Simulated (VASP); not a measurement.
Set up this calculation in VASP 6.6.1, as the native input.

```yaml
Task: single point
Functional: PBE
Potentials_or_basis: VASP PAW PBE potentials, release 64 (In_d)
Cutoff: 520 eV
k_mesh: 15 × 15 × 4
Occupations: gaussian, width 0.1 eV
Spin: no spin polarisation
Dipole_correction: no
Further_INCAR_settings: ALGO = Fast; EDIFF = 1e-06; NBANDS = 34
```

The structure of In lies in POSCAR:

```
In
1.0
    3.3351502748      0.0000000000      0.0000000000
   -1.6675751374      2.8883248634      0.0000000000
    0.0000000000      0.0000000000     10.5455912223
In
4
Direct
    0.0000000000      0.0000000000      0.0000000000
    0.3333333300      0.6666666700      0.2500000000
    0.0000000000      0.0000000000      0.5000000000
    0.6666666700      0.3333333300      0.7500000000
```

This isn't the form of In at room conditions, which is tetragonal.

This cell differs from its parent crystal: strained.

One way to write it, as run:

INCAR

```
PREC = Accurate
ENCUT = 520
EDIFF = 1E-6
ISMEAR = 0
SIGMA = 0.1
LREAL = F
LASPH = T
NELM = 100
ALGO = Fast
ISIF = 2
LWAVE = F
LCHARG = F
GGA = PE
NBANDS = 34
```

KPOINTS

```
Automatic mesh
0
Gamma
  15 15 4
```

Potentials or basis: VASP PAW PBE potentials, release 64 (In_d).

The run is started by

```sh
$ cat potpaw_PBE.64/In_d/POTCAR > POTCAR
$ mpirun -np 1 vasp_std > vasp.out
```

Results of the run:

| Item | Value |
| --- | --- |
| Pressure | 3.5 GPa |
| Band gap on the k mesh | zero (bands 26 and 27 overlap by 5.11 eV) |

Caveat: the cell differs from its parent crystal (strained); the cell stands under pressure; spin-orbit coupling is left out, which moves the levels of the heavy elements.

Run time: 3 min on 1 thread of Intel(R) Xeon(R) 6975P-C (Granite Rapids), on a shared host, peak memory 0.36 GiB.
